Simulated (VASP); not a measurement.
HfTi2Si2:

```xyz
5
Lattice="3.5738 0.0000 0.0000 0.0000 3.5738 0.0000 0.0000 0.0000 6.7052" Properties=species:S:1:pos:R:3 pbc="T T T"
Hf    0.0000    0.0000    0.0000
Ti    0.0000    0.0000    2.0541
Ti    0.0000    0.0000    4.6511
Si    1.7869    1.7869    0.0000
Si    1.7869    1.7869    3.3526
```

The cell was built from a structure type or drawn by symmetry, and may not be a known phase.

```yaml
Program: VASP 6.6.1
Task: relaxation of cell and atoms
Functional: PBE
Potentials_or_basis: VASP PAW PBE potentials, release 64 (Hf_pv, Ti_sv, Si)
Cutoff: 600 eV
k_mesh: 6 × 6 × 4
Occupations: gaussian, width 0.1 eV
Spin: no spin polarisation
```

At the start: pressure 15.7 GPa; volume 17.13 Å³/atom.

**Question.** How do energy, volume and symmetry change on relaxing?

**Answer.** Over 9 steps the energy falls by 534.3 meV/atom and the volume is 19.60 Å³/atom (+14.5 %); space group P4/mmm (No. 123, to 0.1 Å) before and after.

Step by step:
| step | energy change (eV) | largest force (eV/Å) | pressure (GPa) | volume (Å³) |
| --- | --- | --- | --- | --- |
| 1 | 0.0000 | 6.5433 | 15.74 | 85.64 |
| 2 | -2.4502 | 0.0899 | -4.16 | 106.55 |
| 3 | -2.6382 | 0.5512 | -1.57 | 99.25 |
| 4 | -2.6439 | 0.4030 | -2.14 | 100.41 |
| 5 | -2.6439 | 0.4408 | -2.00 | 100.10 |
| 6 | -2.6638 | 0.1024 | 1.26 | 96.89 |
| 7 | -2.6665 | 0.1950 | 0.38 | 97.71 |
| 8 | -2.6709 | 0.0746 | 0.19 | 97.92 |
| 9 | -2.6713 | 0.0173 | 0.11 | 98.02 |

Final structure:
```cif
data_structure
_symmetry_space_group_name_H-M 'P 1'
_symmetry_Int_Tables_number 1
_cell_length_a 3.5574
_cell_length_b 3.5574
_cell_length_c 7.7452
_cell_angle_alpha 90.000
_cell_angle_beta 90.000
_cell_angle_gamma 90.000
_cell_volume 98.02
loop_
_atom_site_label
_atom_site_type_symbol
_atom_site_fract_x
_atom_site_fract_y
_atom_site_fract_z
_atom_site_occupancy
Hf1 Hf 0.00000 0.00000 0.00000 1
Ti1 Ti 0.00000 0.00000 0.34597 1
Ti2 Ti 0.00000 0.00000 0.65403 1
Si1 Si 0.50000 0.50000 0.00000 1
Si2 Si 0.50000 0.50000 0.50000 1
```

Caveat: a cell axis changed by over 15 % at a fixed basis, so the end point is rough.
